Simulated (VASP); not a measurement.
# Ba2LiMgF6 (a cell with a defect) in VASP: further runs

The runs below take Ba2LiMgF6 (a cell with a defect) through single point, with PBE, PBEsol.

Program: VASP 6.6.1. These are calculated values, not measurements. Logs are shortened: lines on timing, memory, paths and dates and some standing lists are left out, and cuts for length are marked.

## 1. The cell of the first run

The cell holds a defect, 10 atoms: a = 7.917 Å, b = 3.959 Å, c = 3.959 Å, α = 90.00°, β = 90.00°, γ = 90.00°.

## 2. Single point, PBE, collinear spin

The input, INCAR:

```
PREC = Accurate ; ENCUT = 520
EDIFF = 1E-7 ; ISMEAR = -1
SIGMA = 0.05 ; LREAL = False
LASPH = True ; NELM = 150
ALGO = Normal ; ISIF = 2
LWAVE = False ; LCHARG = False
ISPIN = 2 ; MAGMOM = 0 0 0.2 0 0.2 0 0.2 0.2 0.2 0
LORBIT = 11 ; GGA = PE
NBANDS = 48
```

The input, KPOINTS:

```
Automatic mesh
0
Gamma
  1 1 2
```

The input, POSCAR:

```
Ba2LiMgF6
1.0
    7.9171620000      0.0000000000      0.0000000000
    0.0000000000      3.9585810000      0.0000000000
    0.0000000000      0.0000000000      3.9585810000
Ba Mg Li F
2 1 1 6
Direct
    0.0285050000      0.9548710000      0.0046440000
    0.4989640000      0.0181700000      0.9712250000
    0.2439270000      0.4838580000      0.4386850000
    0.7446720000      0.4950420000      0.4602040000
    0.2453640000      0.5094290000      0.0123650000
    0.7484210000      0.5023770000      0.0250160000
    0.9937250000      0.5143660000      0.4408280000
    0.4956360000      0.4950390000      0.4944120000
    0.2451830000      0.0191570000      0.4969360000
    0.7405940000      0.9381680000      0.5352390000
```

Potentials or basis: VASP PAW PBE potentials, release 64 (Ba_sv, Mg, Li_sv, F).

Run with:

```console
$ cat potpaw_PBE.64/Ba_sv/POTCAR potpaw_PBE.64/Mg/POTCAR potpaw_PBE.64/Li_sv/POTCAR potpaw_PBE.64/F/POTCAR > POTCAR
$ mpirun -np 1 vasp_std > vasp.out
```

OUTCAR:

```text
PREC = Accurate
   ENCUT = 520
   EDIFF = 1E-7
   ISMEAR = -1
   LREAL = False
   LASPH = True
   NELM = 150
   ISIF = 2
   ISPIN = 2
   LORBIT = 11
   GGA = PE

 ion  position               nearest neighbor table
   1  0.029  0.955  0.005-   5 2.46   7 2.47   9 2.61   9 2.65   5 2.79   7 2.82   7 2.85   6 2.85
                            10 2.94   3 3.06  10 3.10   6 3.10   7 3.16   3 3.20   3 3.38   4 3.41
   2  0.499  0.018  0.971-  10 2.60   8 2.67   9 2.75   6 2.76   5 2.80   8 2.80   8 2.80   5 2.85
                             6 2.85   9 2.89   8 2.93  10 2.96   3 3.30   4 3.33   4 3.38   4 3.44
   3  0.244  0.484  0.439-   5 1.69   9 1.85   7 1.98   8 2.01   9 2.13   5 2.27   1 3.06   1 3.20
                             2 3.30   1 3.38   2 3.45   2 3.46   1 3.51   2 3.60
   4  0.745  0.495  0.460-   6 1.72  10 1.78   7 1.97   8 1.98  10 2.22   6 2.24   2 3.33   2 3.38
                             1 3.41   2 3.44   2 3.49   1 3.59   1 3.61
   5  0.245  0.509  0.012-   3 1.69   3 2.27   1 2.46   1 2.79   2 2.80   2 2.85
   6  0.748  0.502  0.025-   4 1.72   4 2.24   2 2.76   2 2.85   1 2.85   1 3.10
   7  0.994  0.514  0.441-   4 1.97   3 1.98   1 2.47   1 2.82   1 2.85   1 3.16
   8  0.496  0.495  0.494-   4 1.98   3 2.01   2 2.67   2 2.80   2 2.80   2 2.93
   9  0.245  0.019  0.497-   3 1.85   3 2.13   1 2.61   1 2.65   2 2.75   2 2.89
  10  0.741  0.938  0.535-   4 1.78   4 2.22   2 2.60   1 2.94   2 2.96   1 3.10

  LATTYP: Found a simple tetragonal cell.
 ALAT       =     3.9585810000
 C/A-ratio  =     2.0000000000

  Lattice vectors:

 A1 = (   0.0000000000,   3.9585810000,   0.0000000000)
 A2 = (   0.0000000000,   0.0000000000,   3.9585810000)
 A3 = (   7.9171620000,   0.0000000000,   0.0000000000)

Analysis of symmetry for initial positions (statically):
=====================================================================
 Subroutine PRICEL returns:
 Original cell was already a primitive cell.

 Routine SETGRP: Setting up the symmetry group for a
 simple tetragonal supercell.

 Subroutine GETGRP returns: Found  1 space group operations
 (whereof  1 operations were pure point group operations)
 out of a pool of 16 trial point group operations.

The static configuration has the point symmetry C_1 .

Analysis of symmetry for dynamics (positions and initial velocities):
=====================================================================
 Subroutine PRICEL returns:
 Original cell was already a primitive cell.

 Routine SETGRP: Setting up the symmetry group for a
 simple tetragonal supercell.

 Subroutine GETGRP returns: Found  1 space group operations
 (whereof  1 operations were pure point group operations)
 out of a pool of 16 trial point group operations.

The dynamic configuration has the point symmetry C_1 .

Analysis of structural, dynamic, and magnetic symmetry:
=====================================================================
 Subroutine PRICEL returns:
 Original cell was already a primitive cell.

 Routine SETGRP: Setting up the symmetry group for a
 simple tetragonal supercell.

 Subroutine GETGRP returns: Found  1 space group operations
 (whereof  1 operations were pure point group operations)
 out of a pool of 16 trial point group operations.

The overall configuration has the point symmetry C_1 .

 Subroutine INISYM returns: Found  1 space group operations
 (whereof  1 operations are pure point group operations),
 and found     1 'primitive' translations

----------------------------------------------------------------------------------------

                                     Primitive cell

  volume of cell :     124.0648

  direct lattice vectors                    reciprocal lattice vectors
     7.917162000  0.000000000  0.000000000     0.126307887  0.000000000  0.000000000
     0.000000000  3.958581000  0.000000000     0.000000000  0.252615773  0.000000000
     0.000000000  0.000000000  3.958581000     0.000000000  0.000000000  0.252615773

  length of vectors
     7.917162000  3.958581000  3.958581000     0.126307887  0.252615773  0.252615773

  position of ions in fractional coordinates (direct lattice)
     0.028505000  0.954871000  0.004644000
     0.498964000  0.018170000  0.971225000
     0.243927000  0.483858000  0.438685000
     0.744672000  0.495042000  0.460204000
     0.245364000  0.509429000  0.012365000
     0.748421000  0.502377000  0.025016000
     0.993725000  0.514366000  0.440828000
     0.495636000  0.495039000  0.494412000
     0.245183000  0.019157000  0.496936000
     0.740594000  0.938168000  0.535239000

  ion indices of the primitive-cell ions
   primitive index   ion index
                 1           1
                 2           2
                 3           3
                 4           4
                 5           5
                 6           6
                 7           7
                 8           8
                 9           9
                10          10

----------------------------------------------------------------------------------------

 KPOINTS: Automatic mesh

Automatic generation of k-mesh.
 Grid dimensions read from file:
 generate k-points for:    1    1    2

 Generating k-lattice:

  Cartesian coordinates                     Fractional coordinates (reciprocal lattice)
     0.126307887  0.000000000  0.000000000     1.000000000  0.000000000  0.000000000
     0.000000000  0.252615773  0.000000000     0.000000000  1.000000000  0.000000000
     0.000000000  0.000000000  0.126307887     0.000000000  0.000000000  0.500000000

  Length of vectors
     0.126307887  0.252615773  0.126307887

  Shift w.r.t. Gamma in fractional coordinates (k-lattice)
     0.000000000  0.000000000  0.000000000

 WARNING: IBZKPT: internal override: KBLOWUP is changed to .FALSE.
      ... skipping the blow-up phase ...

 Subroutine IBZKPT returns following result:
 ===========================================

 Found      2 irreducible k-points:

 Following reciprocal coordinates:
            Coordinates               Weight
  0.000000  0.000000  0.000000      1.000000
  0.000000  0.000000  0.500000      1.000000
   k-points           NKPTS =      2   k-points in BZ     NKDIM =      2   number of bands    NBANDS=     48
   number of dos      NEDOS =    301   number of ions     NIONS =     10
   total plane-waves  NPLWV =  54000
   dimension x,y,z NGX =    60 NGY =   30 NGZ =   30
   dimension x,y,z NGXF=   120 NGYF=   60 NGZF=   60
   ions per type =               2   1   1   6
   NGX,Y,Z   is equivalent  to a cutoff of  12.60, 12.60, 12.60 a.u.
   NGXF,Y,Z  is equivalent  to a cutoff of  25.20, 25.20, 25.20 a.u.
 SYSTEM =  unknown system
   PREC   = accura    normal or accurate (medium, high low for compatibility)
   ISTART =      0    job   : 0-new  1-cont  2-samecut
   ICHARG =      2    charge: 1-file 2-atom 10-const
   ISPIN  =      2    spin polarized calculation?
   LNONCOLLINEAR =      F non collinear calculations
   LSORBIT =      F    spin-orbit coupling
   LASPH  =      T    aspherical Exc in radial PAW
   ENCUT  =  520.0 eV  38.22 Ry    6.18 a.u.  14.72  7.36  7.36*2*pi/ulx,y,z
   NELM   =    150;   NELMIN=  2; NELMDL= -5     # of ELM steps
   EDIFF  = 0.1E-06   stopping-criterion for ELM
   LREAL  =      F    real-space projection
   EDIFFG = 0.1E-05   stopping-criterion for IOM
   NSW    =      0    number of steps for IOM
   IBRION =     -1    ionic relax: 0-MD 1-quasi-New 2-CG
   NFREE  =      0    steps in history (QN), initial steepest desc. (CG)
   ISIF   =      2    stress and relaxation
   ISYM   =      2    0-nonsym 1-usesym 2-fastsym
   POTIM  = 0.5000    time-step for ionic-motion
   TEBEG  =    0.0;   TEEND  =   0.0 temperature during run
   PSTRESS=    0.0 pullay stress
   NELECT =      67.0000    total number of electrons
   NUPDOWN=      -1.0000    fix difference up-down
   EMIN   =  10.00;   EMAX   =-10.00  energy-range for DOS
   EFERMI =   0.00;   METHOD = LEGACY
   ISMEAR =    -1;   SIGMA  =   0.05  broadening in eV -4-tet -1-fermi 0-gaus
   EFERMI_NEDOS =   21; number of points for ismear=-14 and -15
   IALGO  =     38    algorithm
   IMIX   =      4    mixing-type and parameters
     AMIX     =   0.40;   BMIX     =  1.00
     AMIX_MAG =   1.60;   BMIX_MAG =  1.00
  volume/ion in A,a.u.               =      12.41        83.72
  Fermi-wavevector in a.u.,A,eV,Ry     =   1.333164  2.519315 24.181990  1.777326
  Thomas-Fermi vector in A             =   2.462043
   LORBIT       =     11    0 simple, 1 ext, 2 COOP (PROOUT), +10 PAW based schemes
   GGA     = PE    functional components
   LHFCALC =     F    Hartree Fock is set to
   AEXX    =    0.0000 exact exchange contribution
   IVDW    =     0    specifies the selected vdW correction
   LEPSILON=     F    determine dielectric tensor
   LRPA    =     F    only Hartree local field effects (RPA)
 spin polarized calculation
  energy-cutoff  :      520.00
  volume of cell :      124.06
 maximum number of plane-waves:      3397
 NGX is ok and might be reduce to    60
   NGX = 29   NGY = 15   NGZ = 15

 number of electron      67.0000028 magnetization       0.9997043

 Free energy of the ion-electron system (eV)
  ---------------------------------------------------
  ext. energy  EPLUGINS =         0.00000000
  ---------------------------------------------------
  free energy    TOTEN  =       -47.61181166 eV

  energy without entropy =      -47.60850458  energy(sigma->0) =      -47.61015812

 E-fermi :   6.8270     XC(G=0): -10.4616

 val. band max:        6.6024918701   @ k =   0.0000   0.0000   0.0000
 cond. band min:       7.0515760870   @ k =   0.0000   0.0000   0.0000
 fundamental gap:      0.4490842169
 Fermi energy:         6.8269883728

 spin component 1

 k-point     1 :       0.0000    0.0000    0.0000
  band No.  band energies     occupation
      1     -39.7787      1.00000
      2     -23.6682      1.00000
      3     -22.7459      1.00000
      4     -22.1914      1.00000
      5     -21.8399      1.00000
      6     -20.2297      1.00000
[... 37 lines left out ...]
     44      10.8571      0.00000
     45      11.2477      0.00000

 k-point     2 :       0.0000    0.0000    0.5000
  band No.  band energies     occupation
      1     -39.7771      1.00000
      2     -23.3117      1.00000
      3     -22.5615      1.00000
      4     -22.1971      1.00000
      5     -22.0277      1.00000
      6     -20.4101      1.00000
[... 37 lines left out ...]
     44      12.5938      0.00000
     45      12.9414      0.00000
 Fermi energy:         6.8269883728

 spin component 2

 k-point     1 :       0.0000    0.0000    0.0000
  band No.  band energies     occupation
      1     -39.7788      1.00000
      2     -23.5898      1.00000
      3     -22.6347      1.00000
      4     -22.1721      1.00000
      5     -21.8068      1.00000
      6     -20.2070      1.00000
[... 37 lines left out ...]
     44      10.9651      0.00000
     45      11.4332      0.00000

 k-point     2 :       0.0000    0.0000    0.5000
  band No.  band energies     occupation
      1     -39.7772      1.00000
      2     -23.2357      1.00000
      3     -22.4584      1.00000
      4     -22.1834      1.00000
      5     -21.9797      1.00000
      6     -20.3884      1.00000
[... 37 lines left out ...]
     44      12.8995      0.00000
     45      13.2052      0.00000
 [bands above 45 left out]

------------------------ aborting loop because EDIFF is reached ----------------------------------------

  FORCE on cell =-STRESS in cart. coord.  units (eV):
  Direction    XX          YY          ZZ          XY          YZ          ZX
  --------------------------------------------------------------------------------------
  -------------------------------------------------------------------------------------
  Total        5.4615959     22.8627802     14.2522279     -1.2135899     -1.6616228      0.1976822
  in kB       70.5312439    295.2507573    184.0537783    -15.6723431    -21.4582560      2.5528755
  external PRESSURE =     183.2785932 kB  Pullay stress =       0.0000000 kB

 VOLUME and BASIS-vectors are now :
 -----------------------------------------------------------------------------
  energy-cutoff  :      520.00
  volume of cell :      124.06
      direct lattice vectors                 reciprocal lattice vectors
     7.917162000  0.000000000  0.000000000     0.126307887  0.000000000  0.000000000
     0.000000000  3.958581000  0.000000000     0.000000000  0.252615773  0.000000000
     0.000000000  0.000000000  3.958581000     0.000000000  0.000000000  0.252615773

 POSITION                                       TOTAL-FORCE (eV/Angst)
 -----------------------------------------------------------------------------------
      0.22568      3.77993      0.01838        -4.400319      2.041769     -0.701906
      3.95038      0.07193      3.84467         2.375657     -0.630390      0.399105
      1.93121      1.91539      1.73657         0.515886      0.849696      4.273516
      5.89569      1.95966      1.82175         0.060682     -0.400031      1.263963
      1.94259      2.01662      0.04895         0.596152     -0.495338     -4.355987
      5.92537      1.98870      0.09903        -0.301681     -0.560588     -1.261508
      7.86748      2.03616      1.74505         1.498256     -1.133976      0.731145
      3.92403      1.95965      1.95717        -1.355245      0.178123      0.031290
      1.94115      0.07583      1.96716         0.624348     -1.319029      0.309842
      5.86340      3.71381      2.11879         0.386264      1.469765     -0.689460
 -----------------------------------------------------------------------------------
    total drift:                                0.001385      0.001854      0.004000

  FREE ENERGIE OF THE ION-ELECTRON SYSTEM (eV)
  ---------------------------------------------------
  free  energy   TOTEN  =       -47.6118116644 eV

  energy  without entropy=      -47.6085045756  energy(sigma->0) =      -47.61015812

 total charge

# of ion       s       p       d       tot
------------------------------------------
    1        1.996   5.641   0.508   8.145
    2        1.993   5.629   0.457   8.079
    3        0.135   0.244   0.096   0.475
    4        2.017   0.077   0.000   2.094
    5        1.746   4.447   0.000   6.192
    6        1.735   4.387   0.000   6.122
    7        1.743   4.386   0.000   6.129
    8        1.739   4.383   0.000   6.123
    9        1.738   4.437   0.000   6.175
   10        1.737   4.366   0.000   6.103
--------------------------------------------------
tot         16.580  37.998   1.060  55.637

 magnetization (x)

# of ion       s       p       d       tot
------------------------------------------
    1        0.003  -0.002   0.260   0.261
    2        0.002  -0.004   0.249   0.248
    3        0.002  -0.000   0.000   0.002
    4        0.000  -0.000   0.000   0.000
    5        0.003  -0.007   0.000  -0.003
    6        0.002  -0.006   0.000  -0.004
    7        0.005  -0.001   0.000   0.004
    8        0.004  -0.007   0.000  -0.003
    9        0.003  -0.006   0.000  -0.003
   10        0.002  -0.005   0.000  -0.003
--------------------------------------------------
tot          0.025  -0.037   0.510   0.499
```

It took 33 s on 1 thread of Intel Xeon Platinum 8488C (Sapphire Rapids), shared host; peak memory 0.26 GiB.

Results:

```
Free energy                                           : -47.6118 eV
Largest force                                         : 4.901 eV/Å
Band gap on the k mesh                                : zero (filled and empty bands overlap)
Net moment                                            : 1.00 μB per cell
Site moments                                          : Ba +0.26, +0.25; Mg +0.00; Li +0.00; F -0.00, +0.00 (each value once) μB
Valence electrons inside the program's atomic spheres : Ba 8.14, 8.08; Mg 0.47; Li 2.09; F 6.19, 6.12, 6.13, 6.17, 6.10 (each value once)
```

Forces on the atoms (eV/Å):
```
Ba  -4.400  2.042 -0.702
Ba   2.376 -0.630  0.399
Mg   0.516  0.850  4.274
Li   0.061 -0.400  1.264
F    0.596 -0.495 -4.356
F   -0.302 -0.561 -1.262
F    1.498 -1.134  0.731
F   -1.355  0.178  0.031
F    0.624 -1.319  0.310
F    0.386  1.470 -0.689
```

Caveat: the k points lie up to 1.59 Å⁻¹ apart, too coarse for converged energies and pressures of a metal; the cutoff is under 1.25 times the usual one of these potentials, so pressure, stress and relaxed cells hold a basis-set (Pulay) error; spin-orbit coupling is left out, which moves the levels of the heavy elements.

## 3. Single point, PBEsol, collinear spin

The input, INCAR:

```
PREC = Accurate ; ENCUT = 520
EDIFF = 1E-7 ; ISMEAR = -1
SIGMA = 0.05 ; LREAL = F
LASPH = T ; NELM = 150
ALGO = Normal ; ISIF = 2
LWAVE = F ; LCHARG = F
ISPIN = 2 ; MAGMOM = 0 0 0.2 0 0.2 0 0.2 0.2 0.2 0
LORBIT = 11 ; GGA = PS
NBANDS = 48
```

The input, KPOINTS:

```
Automatic mesh
0
Gamma
  2 2 2
  0.5 0.5 0.5
```

POSCAR is that of step 2.

Potentials or basis: VASP PAW PBE potentials, release 64 (Ba_sv, Mg, Li_sv, F).

Run with:

```console
$ cat potpaw_PBE.64/Ba_sv/POTCAR potpaw_PBE.64/Mg/POTCAR potpaw_PBE.64/Li_sv/POTCAR potpaw_PBE.64/F/POTCAR > POTCAR
$ mpirun -np 1 vasp_std > vasp.out
```

It took 50 s on 1 thread of Intel Xeon Platinum 8488C (Sapphire Rapids), shared host; peak memory 0.28 GiB.

Results (log left out):

```
Free energy                                           : -49.2056 eV
Largest force                                         : 4.457 eV/Å
Band gap on the k mesh                                : 0.37 eV
Net moment                                            : 1.00 μB per cell
Site moments                                          : Ba +0.29, +0.22; Mg +0.01; Li +0.00; F +0.00, +0.01 (each value once) μB
Valence electrons inside the program's atomic spheres : Ba 8.13, 8.03; Mg 0.49; Li 2.10; F 6.18, 6.10, 6.12, 6.11, 6.15 (each value once)
```

Forces in eV/Å, atoms in the order of the input:
```
Ba  -3.559  1.610 -0.987
Ba   2.364 -0.461  0.492
Mg   0.335  0.864  4.359
Li   0.227 -0.347  0.858
F    0.700 -0.538 -4.140
F   -0.387 -0.504 -1.037
F    1.325 -0.709  1.014
F   -1.233  0.015 -0.127
F    0.266 -1.249 -0.064
F   -0.037  1.319 -0.366
```

Levels at points of the mesh, in eV from the valence-band top:
Spin up:
| k point | band 32 | band 33 | band 34 | band 35 | band 36 | band 37 |
| --- | --- | --- | --- | --- | --- | --- |
| (0.25, 0.25, 0.25) | -7.51 | -6.80 | -0.06 | 0.39 | 0.51 | 0.92 |
Spin down:
```
           k point  band 31  band 32  band 33  band 34  band 35  band 36
(0.25, 0.25, 0.25)    -7.62    -7.48    -6.77     0.55     0.68     0.80
```

Caveat: the k points lie up to 0.79 Å⁻¹ apart; the cutoff is under 1.25 times the usual one of these potentials, so pressure, stress and relaxed cells hold a basis-set (Pulay) error; semilocal functionals underestimate gaps, and a narrow one can read as zero; the PAW data sets were made with another functional, which shifts forces and pressure a little; spin-orbit coupling is left out, which moves the levels of the heavy elements.

[end of part 1 of 2]

The gap in the log of VASP goes by the Fermi energy; the results here count the filled bands.